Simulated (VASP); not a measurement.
NbC2, 12 atoms in the cell. Symmetry: Pa-3, No. 205, cubic system. Conventional cell: a = 5.137 Å, b = 5.137 Å, c = 5.137 Å, α = 90.00°, β = 90.00°, γ = 90.00°. Within 3.1 Å of Nb (site symmetry -3) lie 12 C at 2.24 to 3.02 Å. C (site symmetry 3) has 1 C at 1.37 Å within 1.8 Å. 

* Program: VASP 6.6.1
* Task: single point
* Functional: PBE
* Potentials or basis: VASP PAW PBE potentials, release 64 (Nb_sv, C_h)
* Cutoff: 1300 eV
* k mesh: 3 × 3 × 3
* Occupations: gaussian, width 0.2 eV
* Spin: no spin polarisation
* Dipole correction: no
* Further INCAR settings: ALGO = Normal; EDIFF = 1e-06; NBANDS = 54

Potentials or basis: VASP PAW PBE potentials, release 64 (Nb_sv, C_h).

The run is started by

```sh
$ cat potpaw_PBE.64/Nb_sv/POTCAR potpaw_PBE.64/C_h/POTCAR > POTCAR
$ mpirun -np 1 vasp_std > vasp.out
```

Hardware: 1 thread of AMD EPYC 7R43 64-Core Processor (Zen 3), with other jobs on the host.

Task: How long does it take, and how much memory?

Result: Wall time 2.4 min on 1 thread of AMD EPYC 7R43 64-Core Processor (Zen 3) (shared host), peak memory 0.48 GiB. Counts: scf iterations 14, k points 4.
